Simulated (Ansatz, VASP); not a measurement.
## CdI2 in VASP and in Ansatz

```
Cd I
1.0
     4.24400    0.00000    0.00000
    -2.12200    3.67541    0.00000
     0.00000    0.00000    6.85900
Cd I
1 2
Cartesian
  0.0000 0.0000 0.0000
  0.0000 2.4503 1.7093
  2.1220 1.2251 5.1497
```

Alike in both runs: task relaxation of the atoms; functional PBE; k mesh 8 × 8 × 4; occupations fermi-dirac, width 0.02 eV; no spin polarisation.

```csv
,VASP,Ansatz
version,VASP 6.6.1,Ansatz 0.2.0
potentials or method,"VASP PAW PBE potentials, release 64 (Cd, I)","plane-wave PAW, scalar-relativistic"
plane-wave cutoff (eV),450,420
valence electrons in the cell,26,54
```

```tsv
	VASP	Ansatz	Ansatz less VASP
gap on the k mesh at the Fermi level, each at its own relaxed structure (eV)	2.31	2.33	+0.015
```

VASP's potentials hold 26 valence electrons a cell and Ansatz's 54, so a difference there can come from the potentials and not from the codes. Ansatz's warnings: stress scf threshold loose.

Spin-orbit coupling is off throughout.
